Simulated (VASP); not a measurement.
# Al (I4_1/amd) in VASP: further runs

The runs below take Al through single point, relaxation of cell and atoms, with PBE.

Everything below comes from runs of VASP 6.6.1. Logs are shortened: lines on timing, memory, paths and dates and some standing lists are left out, and cuts for length are marked.

### 1 The cell of the first run

The structure is tetragonal, space group I4_1/amd (No. 141). Conventional cell: a = 6.418 Å, b = 6.418 Å, c = 4.444 Å, α = 90.00°, β = 90.00°, γ = 90.00°. Al (site symmetry -4m2) has 12 Al at 2.31 to 3.40 Å within 3.4 Å. Al (site symmetry 2/m) has 10 Al at 2.31 to 3.21 Å within 3.3 Å.

The cell was generated, and may not be a known phase.

### 2 Single point, PBE

INCAR reads:

```
SYSTEM = Al
ALGO = Normal
EDIFF = 1E-7
ENCUT = 520
GGA = PE
ISIF = 2
ISMEAR = 0
LASPH = .True.
LCHARG = .False.
LREAL = .False.
LWAVE = .False.
NBANDS = 18
NELM = 60
PREC = Accurate
SIGMA = 0.1
```

KPOINTS reads:

```
k-points
0
Gamma
  6 6 6
  0 0 0
```

POSCAR reads:

```
Al
1.0
   -3.2090760900      3.2090760900      2.2220942200
    3.2090760900     -3.2090760900      2.2220942200
    3.2090760900      3.2090760900     -2.2220942200
Al
6
Direct
    0.0000000000      0.0000000000      0.0000000000
    0.7500000000      0.2500000000      0.5000000000
    0.3750000000      0.6250000000      0.7500000000
    0.3750000000      0.1250000000      0.7500000000
    0.3750000000      0.6250000000      0.2500000000
    0.8750000000      0.6250000000      0.2500000000
```

Potentials or basis: VASP PAW PBE potentials, release 64 (Al).

Started as:

```console
$ cat potpaw_PBE.64/Al/POTCAR > POTCAR
$ mpirun -np 1 vasp_std > vasp.out
```

OUTCAR:

```text
SYSTEM = Al
   EDIFF = 1E-7
   ENCUT = 520
   GGA = PE
   ISIF = 2
   ISMEAR = 0
   LASPH = .True.
   LREAL = .False.
   NELM = 60
   PREC = Accurate

 ion  position               nearest neighbor table
   1  0.000  0.000  0.000-   5 2.31   4 2.31   6 2.31   3 2.31   6 3.21   3 3.21   5 3.21   4 3.21

   2  0.750  0.250  0.500-   3 2.31   4 2.31   6 2.31   5 2.31   5 3.21   3 3.21   4 3.21   6 3.21

   3  0.375  0.625  0.750-   1 2.31   2 2.31   5 2.53   5 2.53   4 2.53   4 2.53   2 3.21   1 3.21
                             6 3.21   6 3.21
   4  0.375  0.125  0.750-   1 2.31   2 2.31   3 2.53   6 2.53   3 2.53   6 2.53   2 3.21   1 3.21
                             5 3.21   5 3.21
   5  0.375  0.625  0.250-   2 2.31   1 2.31   6 2.53   3 2.53   3 2.53   6 2.53   2 3.21   1 3.21
                             4 3.21   4 3.21
   6  0.875  0.625  0.250-   1 2.31   2 2.31   4 2.53   5 2.53   5 2.53   4 2.53   1 3.21   2 3.21
                             3 3.21   3 3.21

  LATTYP: Found a body centered tetragonal cell.
 ALAT       =     6.4181521800
 C/A-ratio  =     0.6924404899

  Lattice vectors:

 A1 = (  -3.2090760900,   3.2090760900,   2.2220942200)
 A2 = (   3.2090760900,  -3.2090760900,   2.2220942200)
 A3 = (   3.2090760900,   3.2090760900,  -2.2220942200)

Analysis of symmetry for initial positions (statically):
=====================================================================
 Subroutine PRICEL returns:
 Original cell was already a primitive cell.

 Routine SETGRP: Setting up the symmetry group for a
 body centered tetragonal supercell.

 Subroutine GETGRP returns: Found 16 space group operations
 (whereof  8 operations were pure point group operations)
 out of a pool of 16 trial point group operations.

The static configuration has the point symmetry D_2d.
 The point group associated with its full space group is D_4h.

Analysis of symmetry for dynamics (positions and initial velocities):
=====================================================================
 Subroutine PRICEL returns:
 Original cell was already a primitive cell.

 Routine SETGRP: Setting up the symmetry group for a
 body centered tetragonal supercell.

 Subroutine GETGRP returns: Found 16 space group operations
 (whereof  8 operations were pure point group operations)
 out of a pool of 16 trial point group operations.

The dynamic configuration has the point symmetry D_2d.
 The point group associated with its full space group is D_4h.

 Subroutine INISYM returns: Found 16 space group operations
 (whereof  8 operations are pure point group operations),
[... 110 lines left out ...]
   ISIF   =      2    stress and relaxation
   ISYM   =      2    0-nonsym 1-usesym 2-fastsym
   POTIM  = 0.5000    time-step for ionic-motion
   TEBEG  =    0.0;   TEEND  =   0.0 temperature during run
   PSTRESS=    0.0 pullay stress
   NELECT =      18.0000    total number of electrons
   NUPDOWN=      -1.0000    fix difference up-down
   EMIN   =  10.00;   EMAX   =-10.00  energy-range for DOS
   EFERMI =   0.00;   METHOD = LEGACY
   ISMEAR =     0;   SIGMA  =   0.10  broadening in eV -4-tet -1-fermi 0-gaus
   EFERMI_NEDOS =   21; number of points for ismear=-14 and -15
   IALGO  =     38    algorithm
   IMIX   =      4    mixing-type and parameters
     AMIX     =   0.40;   BMIX     =  1.00
     AMIX_MAG =   1.60;   BMIX_MAG =  1.00
  volume/ion in A,a.u.               =      15.26       102.95
  Fermi-wavevector in a.u.,A,eV,Ry     =   0.952003  1.799024 12.331084  0.906309
  Thomas-Fermi vector in A             =   2.080525
   LORBIT       =      0    0 simple, 1 ext, 2 COOP (PROOUT), +10 PAW based schemes
   GGA     = PE    functional components
   LHFCALC =     F    Hartree Fock is set to
   AEXX    =    0.0000 exact exchange contribution
   IVDW    =     0    specifies the selected vdW correction
   LEPSILON=     F    determine dielectric tensor
   LRPA    =     F    only Hartree local field effects (RPA)
 non-spin polarized calculation
 Gauss-broadening in eV      SIGMA  =   0.10
  energy-cutoff  :      520.00
  volume of cell :       91.53
 maximum number of plane-waves:      2480
 NGX is ok and might be reduce to    40
   NGX = 19   NGY = 19   NGZ = 19

 number of electron      18.0000000 magnetization

 Free energy of the ion-electron system (eV)
  ---------------------------------------------------
  ext. energy  EPLUGINS =         0.00000000
  ---------------------------------------------------
  free energy    TOTEN  =       -16.52815944 eV

  energy without entropy =      -16.51826314  energy(sigma->0) =      -16.52321129

 E-fermi :   8.4262     XC(G=0): -10.3931

 val. band max:        8.4134024903   @ k =   0.3333   0.3333   0.1667
 cond. band min:       8.4275247465   @ k =  -0.1667   0.1667   0.0000
 fundamental gap:      0.0141222562
 Fermi energy:         8.4262426138

 k-point     1 :       0.0000    0.0000    0.0000
  band No.  band energies     occupation
      1      -3.0517      2.00000
      2       2.6286      2.00000
      3       4.0503      2.00000
      4       4.0503      2.00000
      5       5.1213      2.00000
      6       5.9406      2.00000
[... 481 lines left out ...]
      5       3.6839      2.00000
      6       3.9783      2.00000
[... 10 lines left out ...]
     17      14.3153      0.00000
     18      15.1333      0.00000

 [... further k-points ...]

------------------------ aborting loop because EDIFF is reached ----------------------------------------

  FORCE on cell =-STRESS in cart. coord.  units (eV):
  Direction    XX          YY          ZZ          XY          YZ          ZX
  --------------------------------------------------------------------------------------
  -------------------------------------------------------------------------------------
  Total       16.6075002     16.6075002     27.7188178      0.0000000      0.0000000      0.0000000
  in kB      290.6915170    290.6915170    485.1798952      0.0000000      0.0000000      0.0000000
  external PRESSURE =     355.5209764 kB  Pullay stress =       0.0000000 kB

 VOLUME and BASIS-vectors are now :
 -----------------------------------------------------------------------------
  energy-cutoff  :      520.00
  volume of cell :       91.53
      direct lattice vectors                 reciprocal lattice vectors
    -3.209076090  3.209076090  2.222094220     0.000000000  0.155808085  0.225012961
     3.209076090 -3.209076090  2.222094220     0.155808085  0.000000000  0.225012961
     3.209076090  3.209076090 -2.222094220     0.155808085  0.155808085  0.000000000

 POSITION                                       TOTAL-FORCE (eV/Angst)
 -----------------------------------------------------------------------------------
      0.00000      0.00000      0.00000        -0.000000      0.000000      0.000000
      0.00000      3.20908      1.11105         0.000000     -0.000000      0.000000
      3.20908      1.60454      0.55552         0.000000     -0.000000     -0.000000
      1.60454      3.20908     -0.55552         0.000000     -0.000000     -0.000000
      1.60454      0.00000      1.66657         0.000000     -0.000000     -0.000000
      0.00000      1.60454      2.77762         0.000000     -0.000000     -0.000000
 -----------------------------------------------------------------------------------
    total drift:                               -0.000000     -0.000000      0.000000

  FREE ENERGIE OF THE ION-ELECTRON SYSTEM (eV)
  ---------------------------------------------------
  free  energy   TOTEN  =       -16.5281594450 eV

  energy  without entropy=      -16.5182631399  energy(sigma->0) =      -16.52321129
```

Wall time 77 s (1 thread of Intel Xeon 8259CL, shared host); peak memory 0.23 GiB.

What came out:

| Quantity | Value |
| --- | --- |
| Free energy | -16.5282 eV |
| Pressure | 35.6 GPa |
| Band gap on the k mesh | zero (bands 9 and 10 overlap by 3.79 eV) |

Caveat: the stress differs along the axes, from 29 to 49 GPa.

### 3 Relaxation of cell and atoms, PBE

INCAR reads:

```
ALGO     = Normal         # electronic algorithm
EDIFF    = 1E-6           # SCF threshold, eV
EDIFFG   = -0.04          # ionic threshold
ENCUT    = 600            # plane-wave cutoff, eV
GGA      = PE             # functional
IBRION   = 2              # ionic algorithm
ISIF     = 3              # what is computed and relaxed
ISMEAR   = 0              # smearing method
LASPH    = True           # aspherical terms in the spheres
LCHARG   = False          # write CHGCAR
LREAL    = False          # projectors in reciprocal space
LWAVE    = False          # write WAVECAR
NELM     = 80             # most SCF steps
NSW      = 90             # ionic steps
PREC     = Accurate       # precision mode
SIGMA    = 0.1            # smearing width, eV
```

KPOINTS reads:

```
k-points
0
Gamma
  6 6 6
```

POSCAR is that of step 2.

Potentials or basis: VASP PAW PBE potentials, release 64 (Al).

Started as:

```console
$ cat potpaw_PBE.64/Al/POTCAR > POTCAR
$ mpirun -np 1 vasp_std > vasp.out
```

Wall time 11 min (1 thread of Intel Xeon 8259CL, shared host); peak memory 0.26 GiB.

It converged, with:

```yaml
Free_energy: -21.5232 eV
Relaxed_volume: 17.41 Å³/atom
Relaxed_cell: a = 5.300 Å, b = 5.300 Å, c = 5.300 Å, α = 120.52°, β = 120.52°, γ = 89.09°
Space_group_after_relaxing_to_0.1_Å: Fd-3m (No. 227)
Pressure_after_relaxing: 0.0 GPa
```

Stress tensor (GPa, compression positive):
```
 0.13  0.00  0.00
 0.00  0.13  0.00
 0.00  0.00 -0.20
```

Final structure:
```cif
data_structure
_symmetry_space_group_name_H-M 'P 1'
_symmetry_Int_Tables_number 1
_cell_length_a 5.3004
_cell_length_b 5.3004
_cell_length_c 5.3004
_cell_angle_alpha 120.525
_cell_angle_beta 120.525
_cell_angle_gamma 89.094
_cell_volume 104.45
loop_
_atom_site_label
_atom_site_type_symbol
_atom_site_fract_x
_atom_site_fract_y
_atom_site_fract_z
_atom_site_occupancy
Al1 Al 0.00000 0.00000 0.00000 1
Al2 Al 0.75000 0.25000 0.50000 1
Al3 Al 0.37500 0.62500 0.75000 1
Al4 Al 0.37500 0.12500 0.75000 1
Al5 Al 0.37500 0.62500 0.25000 1
Al6 Al 0.87500 0.62500 0.25000 1
```

Levels at points of the mesh, in eV from the Fermi level:
```
           k point  band 5  band 6  band 7  band 8  band 9  band 10  band 11  band 12  band 13
(0.00, 0.00, 0.00)   -3.09   -3.08   -2.50   -2.50   -2.49    -0.58    -0.34    -0.29    -0.23
(0.50, 0.00, 0.00)   -3.52   -3.31   -3.25   -3.07    0.64     1.22     1.28     1.67     2.04
(0.50, 0.50, 0.00)   -5.34   -5.34    1.27    1.27    1.46     1.46     2.08     2.08     3.13
(0.50, 0.50, 0.50)   -5.27   -5.27    1.37    1.37    1.56     1.56     2.11     2.11     3.19
```

Caveat: the highest band is partly filled, so the run has too few bands.
